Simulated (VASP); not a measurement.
# Ag3B (Pm-3m) in VASP: a series of runs, part 2 of 2

VASP 6.6.1. Earlier steps stand in the parts before.

### Step 3. Relaxation of cell and atoms, PBE

INCAR reads:

```
PREC     = Accurate       # precision mode
ENCUT    = 600            # plane-wave cutoff, eV
EDIFF    = 1E-6           # SCF threshold, eV
ISMEAR   = 0              # smearing method
SIGMA    = 0.1            # smearing width, eV
LREAL    = F              # projectors in reciprocal space
LASPH    = T              # aspherical terms in the spheres
NELM     = 100            # most SCF steps
ALGO     = Normal         # electronic algorithm
ISIF     = 3              # what is computed and relaxed
LWAVE    = F              # write WAVECAR
LCHARG   = F              # write CHGCAR
GGA      = PE             # functional
IBRION   = 2              # ionic algorithm
NSW      = 100            # ionic steps
EDIFFG   = -0.01          # ionic threshold
```

KPOINTS reads:

```
regular mesh
0
Gamma
  12 12 12
```

POSCAR reads:

```
Ag3B
1.0
    3.9528275389      0.0000000000      0.0000000000
    0.0000000000      3.9528275389      0.0000000000
    0.0000000000      0.0000000000      3.9528275389
Ag B
3 1
Direct
    0.5000000000      0.5000000000      0.0000000000
    0.5000000000      0.0000000000      0.5000000000
    0.0000000000      0.5000000000      0.5000000000
    0.0000000000      0.0000000000      0.0000000000
```

Potentials or basis: VASP PAW PBE potentials, release 64 (Ag, B).

Command:

```console
cat potpaw_PBE.64/Ag/POTCAR potpaw_PBE.64/B/POTCAR > POTCAR
mpirun -np 1 vasp_std > vasp.out
```

OUTCAR:

```text
PREC = Accurate
   ENCUT = 600
   EDIFF = 1E-6
   ISMEAR = 0
   LREAL = F
   LASPH = T
   NELM = 100
   ISIF = 3
   GGA = PE
   IBRION = 2
   NSW = 100
   EDIFFG = -0.01

 ion  position               nearest neighbor table
   1  0.500  0.500  0.000-   2 2.80   3 2.80   4 2.80   2 2.80   3 2.80   2 2.80   4 2.80   2 2.80
                             3 2.80   4 2.80   3 2.80   4 2.80
   2  0.500  0.000  0.500-   1 2.80   3 2.80   4 2.80   1 2.80   4 2.80   1 2.80   3 2.80   1 2.80
                             3 2.80   4 2.80   4 2.80   3 2.80
   3  0.000  0.500  0.500-   1 2.80   2 2.80   4 2.80   1 2.80   4 2.80   2 2.80   4 2.80   4 2.80
                             1 2.80   2 2.80   1 2.80   2 2.80
   4  0.000  0.000  0.000-   1 2.80   2 2.80   3 2.80   2 2.80   3 2.80   1 2.80   3 2.80   3 2.80
                             1 2.80   2 2.80   2 2.80   1 2.80

  LATTYP: Found a simple cubic cell.
 ALAT       =     3.9528275389

  Lattice vectors:

 A1 = (   3.9528275389,   0.0000000000,   0.0000000000)
 A2 = (   0.0000000000,   3.9528275389,   0.0000000000)
 A3 = (   0.0000000000,   0.0000000000,   3.9528275389)

Analysis of symmetry for initial positions (statically):
=====================================================================
 Subroutine PRICEL returns:
 Original cell was already a primitive cell.

 Routine SETGRP: Setting up the symmetry group for a
 simple cubic supercell.

 Subroutine GETGRP returns: Found 48 space group operations
 (whereof 48 operations were pure point group operations)
 out of a pool of 48 trial point group operations.

The static configuration has the point symmetry O_h .

Analysis of symmetry for dynamics (positions and initial velocities):
=====================================================================
 Subroutine PRICEL returns:
 Original cell was already a primitive cell.

 Routine SETGRP: Setting up the symmetry group for a
[... 185 lines left out ...]
      0.00000      1.97641      1.97641         0.000000      0.000000      0.000000
      0.00000      0.00000      0.00000         0.000000      0.000000      0.000000
 -----------------------------------------------------------------------------------
    total drift:                                0.000000     -0.000000     -0.000000

  FREE ENERGIE OF THE ION-ELECTRON SYSTEM (eV)
  ---------------------------------------------------
  free  energy   TOTEN  =       -11.5401764564 eV

  energy  without entropy=      -11.5311457065  energy(sigma->0) =      -11.53566108

--------------------------------------- Ionic step        2  -------------------------------------------

 number of electron      36.0000010 magnetization

 Free energy of the ion-electron system (eV)
  ---------------------------------------------------
  ext. energy  EPLUGINS =         0.00000000
  ---------------------------------------------------
  free energy    TOTEN  =       -11.54021903 eV

  energy without entropy =      -11.53116622  energy(sigma->0) =      -11.53569262

 E-fermi :   7.6982     XC(G=0): -11.9688

 val. band max:        7.6828398935   @ k =   0.4167   0.2500   0.2500
 cond. band min:       7.7007370849   @ k =   0.1667   0.0833   0.0833
 fundamental gap:      0.0178971914
 Fermi energy:         7.6981613790

 k-point     1 :       0.0000    0.0000    0.0000
  band No.  band energies     occupation
      1      -1.4641      2.00000
      2       0.5868      2.00000
      3       1.5624      2.00000
      4       1.5624      2.00000
      5       1.5624      2.00000
      6       1.9443      2.00000
[... 589 lines left out ...]
     21      12.0022      0.00000
     22      13.9974      0.00000

 [... further k-points ...]

------------------------ aborting loop because EDIFF is reached ----------------------------------------

  FORCE on cell =-STRESS in cart. coord.  units (eV):
  Direction    XX          YY          ZZ          XY          YZ          ZX
  --------------------------------------------------------------------------------------
  -------------------------------------------------------------------------------------
  Total        0.0303752      0.0303752      0.0303752      0.0000000      0.0000000     -0.0000000
  in kB        0.7899436      0.7899436      0.7899436      0.0000000      0.0000000     -0.0000000
  external PRESSURE =       0.7899436 kB  Pullay stress =       0.0000000 kB

 VOLUME and BASIS-vectors are now :
 -----------------------------------------------------------------------------
  energy-cutoff  :      600.00
  volume of cell :       61.61
      direct lattice vectors                 reciprocal lattice vectors
     3.949521825  0.000000000 -0.000000000     0.253195208 -0.000000000  0.000000000
     0.000000000  3.949521825  0.000000000    -0.000000000  0.253195208 -0.000000000
    -0.000000000  0.000000000  3.949521825     0.000000000 -0.000000000  0.253195208

 POSITION                                       TOTAL-FORCE (eV/Angst)
 -----------------------------------------------------------------------------------
      1.97476      1.97476      0.00000         0.000000      0.000000      0.000000
      1.97476      0.00000      1.97476        -0.000000     -0.000000      0.000000
     -0.00000      1.97476      1.97476        -0.000000      0.000000      0.000000
      0.00000      0.00000      0.00000         0.000000      0.000000      0.000000
 -----------------------------------------------------------------------------------
    total drift:                                0.000000     -0.000000     -0.000000

  FREE ENERGIE OF THE ION-ELECTRON SYSTEM (eV)
  ---------------------------------------------------
  free  energy   TOTEN  =       -11.5402190289 eV

  energy  without entropy=      -11.5311662195  energy(sigma->0) =      -11.53569262

 reached required accuracy - stopping structural energy minimisation
```

It took 2 min on 1 thread of Intel Xeon Platinum 8259CL at 2.50GHz (Skylake/Cascade Lake), shared host; peak memory 0.27 GiB.

Results:

```yaml
Free_energy: -11.5402 eV
Relaxed_volume: 15.40 Å³/atom
Relaxed_cell: a = 3.950 Å, b = 3.950 Å, c = 3.950 Å, α = 90.00°, β = 90.00°, γ = 90.00°
Space_group_after_relaxing_to_0.1_Å: Pm-3m (No. 221)
Energy_gained_by_relaxing: 0.0 meV/atom
Ionic_steps: 2
Pressure_after_relaxing: 0.1 GPa
Band_gap_on_the_k_mesh: zero (bands 18 and 19 overlap by 3.35 eV)
```

Final structure:
```
CELL_PARAMETERS angstrom
3.94952 0.00000 0.00000
0.00000 3.94952 0.00000
0.00000 0.00000 3.94952
ATOMIC_POSITIONS crystal
Ag 0.50000 0.50000 0.00000
Ag 0.50000 0.00000 0.50000
Ag 0.00000 0.50000 0.50000
B 0.00000 0.00000 0.00000
```

### Step 4. Single point, PBE

INCAR reads:

```
PREC = Accurate
ENCUT = 520
EDIFF = 1E-6
ISMEAR = 0
SIGMA = 0.1
LREAL = F
LASPH = T
NELM = 100
ALGO = Normal
ISIF = 2
LWAVE = F
LCHARG = F
GGA = PE
NBANDS = 26
```

KPOINTS reads:

```
Automatic mesh
0
Gamma
  4 4 4
```

POSCAR is that of step 3.

Potentials or basis: VASP PAW PBE potentials, release 64 (Ag, B).

Command:

```console
cat potpaw_PBE.64/Ag/POTCAR potpaw_PBE.64/B/POTCAR > POTCAR
mpirun -np 1 vasp_std > vasp.out
```

OUTCAR:

```text
PREC = Accurate
   ENCUT = 520
   EDIFF = 1E-6
   ISMEAR = 0
   LREAL = F
   LASPH = T
   NELM = 100
   ISIF = 2
   GGA = PE

 ion  position               nearest neighbor table
   1  0.500  0.500  0.000-   2 2.80   3 2.80   4 2.80   2 2.80   3 2.80   2 2.80   4 2.80   2 2.80
                             3 2.80   4 2.80   3 2.80   4 2.80
   2  0.500  0.000  0.500-   1 2.80   3 2.80   4 2.80   1 2.80   4 2.80   1 2.80   3 2.80   1 2.80
                             3 2.80   4 2.80   4 2.80   3 2.80
   3  0.000  0.500  0.500-   1 2.80   2 2.80   4 2.80   1 2.80   4 2.80   2 2.80   4 2.80   4 2.80
[... 478 lines left out ...]
  --------------------------------------------------------------------------------------
  -------------------------------------------------------------------------------------
  Total       -0.0821565     -0.0821565     -0.0821565     -0.0000000     -0.0000000      0.0000000
  in kB       -2.1312243     -2.1312243     -2.1312243     -0.0000000     -0.0000000      0.0000000
  external PRESSURE =      -2.1312243 kB  Pullay stress =       0.0000000 kB

 VOLUME and BASIS-vectors are now :
 -----------------------------------------------------------------------------
  energy-cutoff  :      520.00
  volume of cell :       61.76
      direct lattice vectors                 reciprocal lattice vectors
     3.952827539  0.000000000  0.000000000     0.252983463  0.000000000  0.000000000
     0.000000000  3.952827539  0.000000000     0.000000000  0.252983463  0.000000000
     0.000000000  0.000000000  3.952827539     0.000000000  0.000000000  0.252983463

 POSITION                                       TOTAL-FORCE (eV/Angst)
 -----------------------------------------------------------------------------------
      1.97641      1.97641      0.00000         0.000000      0.000000      0.000000
      1.97641      0.00000      1.97641         0.000000      0.000000      0.000000
      0.00000      1.97641      1.97641         0.000000      0.000000      0.000000
      0.00000      0.00000      0.00000         0.000000      0.000000      0.000000
 -----------------------------------------------------------------------------------
    total drift:                                0.000000      0.000000     -0.000000

  FREE ENERGIE OF THE ION-ELECTRON SYSTEM (eV)
  ---------------------------------------------------
  free  energy   TOTEN  =       -11.5701602906 eV

  energy  without entropy=      -11.5599337842  energy(sigma->0) =      -11.56504704
```

OSZICAR:

```text
N       E                     dE             d eps       ncg     rms          rms(c)
DAV:   1     0.222106850264E+03    0.22211E+03   -0.18741E+04   520   0.137E+03
DAV:   2    -0.749062321312E+01   -0.22960E+03   -0.21689E+03   552   0.303E+02
DAV:   3    -0.127779231637E+02   -0.52873E+01   -0.52440E+01   596   0.502E+01
DAV:   4    -0.128007222839E+02   -0.22799E-01   -0.22753E-01   546   0.319E+00
DAV:   5    -0.128008808196E+02   -0.15854E-03   -0.15853E-03   536   0.291E-01    0.110E+01
DAV:   6    -0.116348269722E+02    0.11661E+01   -0.43956E+00   540   0.192E+01    0.804E+00
DAV:   7    -0.115876599871E+02    0.47167E-01   -0.20777E-01   542   0.315E+00    0.457E+00
DAV:   8    -0.115718151871E+02    0.15845E-01   -0.29510E-02   540   0.893E-01    0.248E-01
DAV:   9    -0.115701624478E+02    0.16527E-02   -0.38766E-03   526   0.354E-01    0.103E-01
DAV:  10    -0.115701540451E+02    0.84027E-05   -0.65983E-04   530   0.158E-01    0.236E-02
DAV:  11    -0.115701591835E+02   -0.51384E-05   -0.99919E-06   516   0.206E-02    0.107E-02
DAV:  12    -0.115701604426E+02   -0.12591E-05   -0.84018E-07   322   0.711E-03    0.117E-03
DAV:  13    -0.115701602906E+02    0.15200E-06   -0.53839E-08   266   0.202E-03
   1 F= -.11570160E+02 E0= -.11565047E+02  d E =-.102265E-01
```

stdout:

```text
POSCAR found type information on POSCAR AgB
 POSCAR found :  2 types and       4 ions
 scaLAPACK will be used
 LDA part: xc-table for (Slater+PW92), standard interpolation
 POSCAR, INCAR and KPOINTS ok, starting setup
 FFT: planning ... GRIDC
 FFT: planning ... GRID_SOFT
 FFT: planning ... GRID
 WAVECAR not read
 entering main loop
```

It took 19 s on 1 thread of Intel Xeon Platinum 8259CL at 2.50GHz (Skylake/Cascade Lake), shared host; peak memory 0.17 GiB.

What came out:

- Free energy: -11.5702 eV
- Pressure: -0.2 GPa
- Band gap on the k mesh: zero (bands 18 and 19 overlap by 3.35 eV)

Levels at points of the mesh, in eV from the Fermi level:
```
           k point  band 15  band 16  band 17  band 18  band 19  band 20  band 21  band 22
(0.00, 0.00, 0.00)    -2.59    -2.59    -0.55    -0.55    -0.55     1.18     6.57     6.57
(0.50, 0.00, 0.00)    -3.71    -3.32    -2.59     1.86     1.86     2.13     4.71     5.58
(0.50, 0.50, 0.00)    -3.65    -2.97    -2.02    -1.07    -1.07     2.93     4.89     6.43
(0.50, 0.50, 0.50)    -2.83    -2.22    -2.22    -2.22    -1.48    -0.41     3.44     3.44
```

Caveat: the k points lie up to 0.40 Å⁻¹ apart, too coarse for converged energies and pressures of a metal.

### Step 5. Relaxation of cell and atoms, PBE

This run uses another cell than the first one, of 16.95 Å³/atom.

INCAR reads:

```
PREC = Accurate
ENCUT = 600
EDIFF = 1E-6
ISMEAR = 0
SIGMA = 0.1
LREAL = F
LASPH = T
NELM = 100
ALGO = Normal
ISIF = 3
LWAVE = F
LCHARG = F
GGA = PE
IBRION = 2
NSW = 90
EDIFFG = -0.04
```

KPOINTS reads:

```
regular mesh
0
Gamma
  4 4 4
```

POSCAR reads:

```
Ag3B
1.0
    4.0780493800      0.0000000000      0.0000000000
    0.0000000000      4.0780493800      0.0000000000
    0.0000000000      0.0000000000      4.0780493800
Ag B
3 1
Direct
    0.5000000000      0.5000000000      0.0000000000
    0.5000000000      0.0000000000      0.5000000000
    0.0000000000      0.5000000000      0.5000000000
    0.0000000000      0.0000000000      0.0000000000
```

Command:

```console
cat potpaw_PBE.64/Ag/POTCAR potpaw_PBE.64/B/POTCAR > POTCAR
mpirun -np 1 vasp_std > vasp.out
```

Run time: 52 s. Hardware: 1 thread of Intel Xeon Platinum 8259CL at 2.50GHz (Skylake/Cascade Lake), shared host; peak memory 0.22 GiB.

Results (log left out):

| Property | Result |
| --- | --- |
| Free energy | -11.5728 eV |
| Relaxed volume | 15.41 Å³/atom |
| Relaxed cell | a = 3.950 Å, b = 3.950 Å, c = 3.950 Å, α = 90.00°, β = 90.00°, γ = 90.00° |
| Space group after relaxing (to 0.1 Å) | Pm-3m (No. 221) |
| Energy gained by relaxing | 41.1 meV/atom |
| Ionic steps | 3 |
| Pressure after relaxing | 0.0 GPa |
| Band gap on the k mesh | zero (bands 18 and 19 overlap by 3.34 eV) |

The path:
| step | energy change (eV) | largest force (eV/Å) | pressure (GPa) | volume (Å³) |
| --- | --- | --- | --- | --- |
| 1 | 0.0000 | 0.0000 | -7.64 | 67.82 |
| 2 | -0.1524 | 0.0000 | 2.69 | 60.19 |
| 3 | -0.1643 | 0.0000 | 0.03 | 61.64 |

Final structure:
```xyz
4
Lattice="3.9501 0.0000 0.0000 0.0000 3.9501 0.0000 0.0000 0.0000 3.9501" Properties=species:S:1:pos:R:3 pbc="T T T"
Ag    1.9751    1.9751    0.0000
Ag    1.9751    0.0000    1.9751
Ag    0.0000    1.9751    1.9751
B     0.0000    0.0000    0.0000
```

Levels at points of the mesh, in eV from the Fermi level:
```
           k point  band 14  band 15  band 16  band 17  band 18  band 19  band 20  band 21  band 22
(0.00, 0.00, 0.00)    -2.59    -2.59    -2.59    -0.56    -0.56    -0.56     1.19     6.59     6.59
(0.50, 0.00, 0.00)    -3.97    -3.71    -3.33    -2.59     1.86     1.86     2.14     4.72     5.59
(0.50, 0.50, 0.00)    -3.78    -3.65    -2.98    -2.03    -1.07    -1.07     2.93     4.90     6.44
(0.50, 0.50, 0.50)    -2.83    -2.83    -2.22    -2.22    -2.22    -1.48    -0.42     3.45     3.45
```

Caveat: the k points lie up to 0.40 Å⁻¹ apart in the final cell, too coarse for converged energies and pressures of a metal.

### Step 6. Single point, PBE

This run uses another cell than the first one, of 16.95 Å³/atom.

INCAR reads:

```
ALGO = Normal ; EDIFF = 1E-6
ENCUT = 520 ; GGA = PE
ISIF = 2 ; ISMEAR = 0
LASPH = True ; LCHARG = False
LREAL = False ; LWAVE = False
NBANDS = 26 ; NELM = 100
PREC = Accurate ; SIGMA = 0.1
```

KPOINTS reads:

```
k-points
0
Gamma
  4 4 4
```

POSCAR is that of step 5.

Potentials or basis: VASP PAW PBE potentials, release 64 (Ag, B).

Command:

```console
cat potpaw_PBE.64/Ag/POTCAR potpaw_PBE.64/B/POTCAR > POTCAR
mpirun -np 1 vasp_std > vasp.out
```

Run time: 17 s. Hardware: 1 thread of Intel Xeon Platinum 8259CL at 2.50GHz (Skylake/Cascade Lake), shared host; peak memory 0.17 GiB.

It converged, with:

| Item | Value |
| --- | --- |
| Free energy | -11.4089 eV |
| Pressure | -7.6 GPa |
| Band gap on the k mesh | zero (bands 18 and 19 overlap by 3.50 eV) |

Levels at points of the mesh, in eV from the Fermi level:
| k point | band 16 | band 17 | band 18 | band 19 | band 20 | band 21 |
| --- | --- | --- | --- | --- | --- | --- |
| (0.00, 0.00, 0.00) | -2.58 | -0.31 | -0.31 | -0.31 | 0.72 | 6.02 |
| (0.50, 0.00, 0.00) | -3.20 | -2.58 | 1.78 | 1.78 | 1.79 | 4.35 |
| (0.50, 0.50, 0.00) | -2.92 | -1.81 | -1.08 | -1.08 | 2.72 | 4.63 |
| (0.50, 0.50, 0.50) | -1.83 | -1.83 | -1.83 | -1.72 | -0.15 | 3.03 |

Caveat: the k points lie up to 0.39 Å⁻¹ apart, too coarse for converged energies and pressures of a metal.

### Step 7. Summary

| task | cell | k mesh | cutoff (eV) | gap on the mesh (eV) | pressure (GPa) | relaxed volume (Å³/atom) |
| --- | --- | --- | --- | --- | --- | --- |
| single point | a = 3.953 Å, 4 atoms | 12 × 12 × 12 | 520 | none | -0.2 | - |
| relaxation of cell and atoms | relaxed from a = 3.953 Å, 4 atoms | 12 × 12 × 12 | 600 | none | 0.1 | 15.40 |
| single point | a = 3.953 Å, 4 atoms | 4 × 4 × 4 | 520 | none | -0.2 | - |
| relaxation of cell and atoms | relaxed from a = 4.078 Å, 4 atoms | 4 × 4 × 4 | 600 | none | 0.0 | 15.41 |
| single point | a = 4.078 Å, 4 atoms | 4 × 4 × 4 | 520 | none | -7.6 | - |

Alike in all rows: level PBE; potentials or basis VASP PAW PBE potentials, release 64 (Ag, B); no spin polarisation; smearing gaussian 0.1 eV.

Caveats: some runs use coarse meshes.

Total energies depend on the potentials used, so only differences within one code and one set of settings carry meaning.
